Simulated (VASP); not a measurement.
# Tl (P6_3/mmc) in VASP: relaxation of cell and atoms with PBE

Aim: the relaxation of cell and atoms of Tl with PBE.

All numbers are computed with VASP 6.6.1; they aren't measurements. Logs are shortened: lines on timing, memory, paths and dates and some standing lists are left out, and cuts for length are marked.

## (1) The cell of the first run

It takes space group P6_3/mmc (No. 194, hexagonal). Conventional cell: a = 3.612 Å, b = 3.612 Å, c = 5.565 Å, α = 90.00°, β = 90.00°, γ = 120.00°. Within 4.6 Å of Tl (site symmetry -6m2) lie 12 Tl at 3.48 to 3.61 Å.

## (2) Relaxation of cell and atoms, PBE

The input, INCAR:

```
SYSTEM = Tl
ALGO = Fast
EDIFF = 1E-7
EDIFFG = -0.005
ENCUT = 600
GGA = PE
IBRION = 2
ISIF = 3
ISMEAR = 0
LASPH = .TRUE.
LCHARG = .FALSE.
LREAL = .FALSE.
LWAVE = .FALSE.
NELM = 80
NSW = 100
PREC = Accurate
SIGMA = 0.1
```

The input, KPOINTS:

```
k-points
0
G
  15 15 8
  0 0 0
```

The input, POSCAR:

```
Tl
1.0
    3.6124296590      0.0000000000      0.0000000000
   -1.8062148295      3.1284558541      0.0000000000
    0.0000000000      0.0000000000      5.5652678597
Tl
2
Direct
    0.3333333333      0.6666666667      0.7500000000
    0.6666666667      0.3333333333      0.2500000000
```

Potentials or basis: VASP PAW PBE potentials, release 64 (Tl_d).

The run is started by

```
cat potpaw_PBE.64/Tl_d/POTCAR > POTCAR
mpirun -np 1 vasp_std > vasp.out
```

OUTCAR:

```text
SYSTEM = Tl
   EDIFF = 1E-7
   EDIFFG = -0.005
   ENCUT = 600
   GGA = PE
   IBRION = 2
   ISIF = 3
   ISMEAR = 0
   LASPH = .TRUE.
   LREAL = .FALSE.
   NELM = 80
   NSW = 100
   PREC = Accurate

 ion  position               nearest neighbor table
   1  0.333  0.667  0.750-   2 3.48   2 3.48   2 3.48   2 3.48   2 3.48   2 3.48
   2  0.667  0.333  0.250-   1 3.48   1 3.48   1 3.48   1 3.48   1 3.48   1 3.48

  LATTYP: Found a hexagonal cell.
 ALAT       =     3.6124296590
 C/A-ratio  =     1.5405885747

  Lattice vectors:

 A1 = (   3.6124296590,   0.0000000000,   0.0000000000)
 A2 = (  -1.8062148295,   3.1284558541,   0.0000000000)
 A3 = (   0.0000000000,   0.0000000000,   5.5652678597)

Analysis of symmetry for initial positions (statically):
=====================================================================
 Subroutine PRICEL returns:
 Original cell was already a primitive cell.

 Routine SETGRP: Setting up the symmetry group for a
 hexagonal supercell.

 Subroutine GETGRP returns: Found 24 space group operations
 (whereof 12 operations were pure point group operations)
 out of a pool of 24 trial point group operations.

The static configuration has the point symmetry D_3d.
 The point group associated with its full space group is D_6h.

Analysis of symmetry for dynamics (positions and initial velocities):
=====================================================================
 Subroutine PRICEL returns:
 Original cell was already a primitive cell.

 Routine SETGRP: Setting up the symmetry group for a
 hexagonal supercell.

 Subroutine GETGRP returns: Found 24 space group operations
 (whereof 12 operations were pure point group operations)
 out of a pool of 24 trial point group operations.

The dynamic configuration has the point symmetry D_3d.
 The point group associated with its full space group is D_6h.

 Subroutine INISYM returns: Found 24 space group operations
 (whereof 12 operations are pure point group operations),
 and found     1 'primitive' translations

----------------------------------------------------------------------------------------

                                     Primitive cell

  volume of cell :      62.8949

  direct lattice vectors                    reciprocal lattice vectors
     3.612429659  0.000000000  0.000000000     0.276821999  0.159823256  0.000000000
    -1.806214830  3.128455854  0.000000000     0.000000000  0.319646511  0.000000000
     0.000000000  0.000000000  5.565267860     0.000000000  0.000000000  0.179685871

  length of vectors
     3.612429659  3.612429659  5.565267860     0.319646511  0.319646511  0.179685871

  position of ions in fractional coordinates (direct lattice)
     0.333333333  0.666666667  0.750000000
     0.666666667  0.333333333  0.250000000

  ion indices of the primitive-cell ions
   primitive index   ion index
                 1           1
                 2           2

----------------------------------------------------------------------------------------

 KPOINTS: k-points

Automatic generation of k-mesh.
 Grid dimensions read from file:
 generate k-points for:   15   15    8

 Generating k-lattice:

  Cartesian coordinates                     Fractional coordinates (reciprocal lattice)
     0.018454800  0.010654884  0.000000000     0.066666667  0.000000000  0.000000000
[... 49 lines left out ...]
 SYSTEM =  Tl
   PREC   = accura    normal or accurate (medium, high low for compatibility)
   ISTART =      0    job   : 0-new  1-cont  2-samecut
   ICHARG =      2    charge: 1-file 2-atom 10-const
   ISPIN  =      1    spin polarized calculation?
   LNONCOLLINEAR =      F non collinear calculations
   LSORBIT =      F    spin-orbit coupling
   LASPH  =      T    aspherical Exc in radial PAW
   ENCUT  =  600.0 eV  44.10 Ry    6.64 a.u.   7.21  7.21 11.12*2*pi/ulx,y,z
   NELM   =     80;   NELMIN=  2; NELMDL= -5     # of ELM steps
   EDIFF  = 0.1E-06   stopping-criterion for ELM
   LREAL  =      F    real-space projection
   EDIFFG = -.5E-02   stopping-criterion for IOM
   NSW    =    100    number of steps for IOM
   IBRION =      2    ionic relax: 0-MD 1-quasi-New 2-CG
   NFREE  =      1    steps in history (QN), initial steepest desc. (CG)
   ISIF   =      3    stress and relaxation
   ISYM   =      2    0-nonsym 1-usesym 2-fastsym
   POTIM  = 0.5000    time-step for ionic-motion
   TEBEG  =    0.0;   TEEND  =   0.0 temperature during run
   PSTRESS=    0.0 pullay stress
   NELECT =      26.0000    total number of electrons
   NUPDOWN=      -1.0000    fix difference up-down
   EMIN   =  10.00;   EMAX   =-10.00  energy-range for DOS
   EFERMI =   0.00;   METHOD = LEGACY
   ISMEAR =     0;   SIGMA  =   0.10  broadening in eV -4-tet -1-fermi 0-gaus
   EFERMI_NEDOS =   21; number of points for ismear=-14 and -15
   IALGO  =     68    algorithm
   IMIX   =      4    mixing-type and parameters
     AMIX     =   0.40;   BMIX     =  1.00
     AMIX_MAG =   1.60;   BMIX_MAG =  1.00
  volume/ion in A,a.u.               =      31.45       212.22
  Fermi-wavevector in a.u.,A,eV,Ry     =   1.219535  2.304586 20.235463  1.487265
  Thomas-Fermi vector in A             =   2.354783
   LORBIT       =      0    0 simple, 1 ext, 2 COOP (PROOUT), +10 PAW based schemes
   GGA     = PE    functional components
   LHFCALC =     F    Hartree Fock is set to
   AEXX    =    0.0000 exact exchange contribution
   IVDW    =     0    specifies the selected vdW correction
   LEPSILON=     F    determine dielectric tensor
   LRPA    =     F    only Hartree local field effects (RPA)
 conjugate gradient relaxation of ions
 non-spin polarized calculation
 RMM-DIIS sequential band-by-band and
 Gauss-broadening in eV      SIGMA  =   0.10
  energy-cutoff  :      600.00
  volume of cell :       62.89
 maximum number of plane-waves:      2122
 NGX is ok and might be reduce to    30
   NGX = 15   NGY = 15   NGZ = 23

--------------------------------------- Ionic step        1  -------------------------------------------

 number of electron      25.9999998 magnetization

 Free energy of the ion-electron system (eV)
  ---------------------------------------------------
  ext. energy  EPLUGINS =         0.00000000
  ---------------------------------------------------
  free energy    TOTEN  =        -4.45456223 eV

  energy without entropy =       -4.45107092  energy(sigma->0) =       -4.45281658

------------------------ aborting loop because EDIFF is reached ----------------------------------------

  FORCE on cell =-STRESS in cart. coord.  units (eV):
  Direction    XX          YY          ZZ          XY          YZ          ZX
  --------------------------------------------------------------------------------------
  -------------------------------------------------------------------------------------
  Total       -0.0103475     -0.0103475     -0.0063399      0.0000000      0.0000000      0.0000000
  in kB       -0.2635904     -0.2635904     -0.1615018      0.0000000      0.0000000      0.0000000
  external PRESSURE =      -0.2295609 kB  Pullay stress =       0.0000000 kB

 VOLUME and BASIS-vectors are now :
 -----------------------------------------------------------------------------
  energy-cutoff  :      600.00
  volume of cell :       62.89
      direct lattice vectors                 reciprocal lattice vectors
     3.612429659  0.000000000  0.000000000     0.276821999  0.159823256  0.000000000
    -1.806214830  3.128455854  0.000000000     0.000000000  0.319646511  0.000000000
     0.000000000  0.000000000  5.565267860     0.000000000  0.000000000  0.179685871

 POSITION                                       TOTAL-FORCE (eV/Angst)
 -----------------------------------------------------------------------------------
     -0.00000      2.08564      4.17395         0.000000      0.000000      0.000000
      1.80621      1.04282      1.39132        -0.000000     -0.000000      0.000000
 -----------------------------------------------------------------------------------
    total drift:                               -0.000000      0.000000      0.000000

  FREE ENERGIE OF THE ION-ELECTRON SYSTEM (eV)
  ---------------------------------------------------
  free  energy   TOTEN  =        -4.4545622299 eV

  energy  without entropy=       -4.4510709246  energy(sigma->0) =       -4.45281658

--------------------------------------- Ionic step        2  -------------------------------------------

 number of electron      25.9999998 magnetization

 Free energy of the ion-electron system (eV)
  ---------------------------------------------------
  ext. energy  EPLUGINS =         0.00000000
  ---------------------------------------------------
  free energy    TOTEN  =        -4.45456615 eV

  energy without entropy =       -4.45107645  energy(sigma->0) =       -4.45282130

 E-fermi :   5.6558     XC(G=0):  -9.7248

 val. band max:        5.5971818331   @ k =   0.2000   0.2000   0.0000
 cond. band min:       5.6671628445   @ k =   0.2667   0.1333   0.0000
 fundamental gap:      0.0699810114
 Fermi energy:         5.6558213400

 k-point     1 :       0.0000    0.0000    0.0000
  band No.  band energies     occupation
      1      -6.0018      2.00000
      2      -5.8264      2.00000
      3      -5.8264      2.00000
      4      -5.8159      2.00000
      5      -5.7809      2.00000
      6      -5.7809      2.00000
[... 457 lines left out ...]
      4      -5.8411      2.00000
      5      -5.7153      2.00000
      6      -5.6562      2.00000
[... 9 lines left out ...]
     16       7.5825      0.00000
     17       9.2828      0.00000

 [... further k-points ...]
[... 5 lines left out ...]
  --------------------------------------------------------------------------------------
  -------------------------------------------------------------------------------------
  Total       -0.0016981     -0.0016981      0.0019601      0.0000000      0.0000000     -0.0000000
  in kB       -0.0432849     -0.0432849      0.0499636      0.0000000      0.0000000     -0.0000000
  external PRESSURE =      -0.0122021 kB  Pullay stress =       0.0000000 kB

 VOLUME and BASIS-vectors are now :
 -----------------------------------------------------------------------------
  energy-cutoff  :      600.00
  volume of cell :       62.85
      direct lattice vectors                 reciprocal lattice vectors
     3.611528015  0.000000000  0.000000000     0.276891110  0.159863157 -0.000000000
    -1.805764007  3.127675007  0.000000000     0.000000000  0.319726314 -0.000000000
     0.000000000  0.000000000  5.564416781     0.000000000 -0.000000000  0.179713353

 POSITION                                       TOTAL-FORCE (eV/Angst)
 -----------------------------------------------------------------------------------
     -0.00000      2.08512      4.17331        -0.000000      0.000000     -0.000000
      1.80576      1.04256      1.39110         0.000000     -0.000000      0.000000
 -----------------------------------------------------------------------------------
    total drift:                               -0.000000      0.000000      0.000000

  FREE ENERGIE OF THE ION-ELECTRON SYSTEM (eV)
  ---------------------------------------------------
  free  energy   TOTEN  =        -4.4545661548 eV

  energy  without entropy=       -4.4510764529  energy(sigma->0) =       -4.45282130

 reached required accuracy - stopping structural energy minimisation
```

Run time: 90 s. Hardware: 1 thread of Intel Xeon 6975P-C (Granite Rapids), shared host; peak memory 0.31 GiB.

Results:

```yaml
Free_energy: -4.4546 eV
Relaxed_volume: 31.43 Å³/atom
Relaxed_cell: a = 3.612 Å, b = 3.612 Å, c = 5.564 Å, α = 90.00°, β = 90.00°, γ = 120.00°
Space_group_after_relaxing_to_0.1_Å: P6_3/mmc (No. 194)
Energy_gained_by_relaxing: 0.0 meV/atom
Ionic_steps: 2
Pressure_after_relaxing: 0.0 GPa
Band_gap_on_the_k_mesh: zero (bands 13 and 14 overlap by 5.45 eV)
```

Final structure:
```
Tl
1.0
     3.61153    0.00000    0.00000
    -1.80576    3.12768    0.00000
     0.00000    0.00000    5.56442
Tl
2
Direct
  0.33333 0.66667 0.75000
  0.66667 0.33333 0.25000
```

Caveat: spin-orbit coupling is left out, which moves the levels of the heavy elements.

The gap in the log of VASP goes by the Fermi energy; the results here count the filled bands.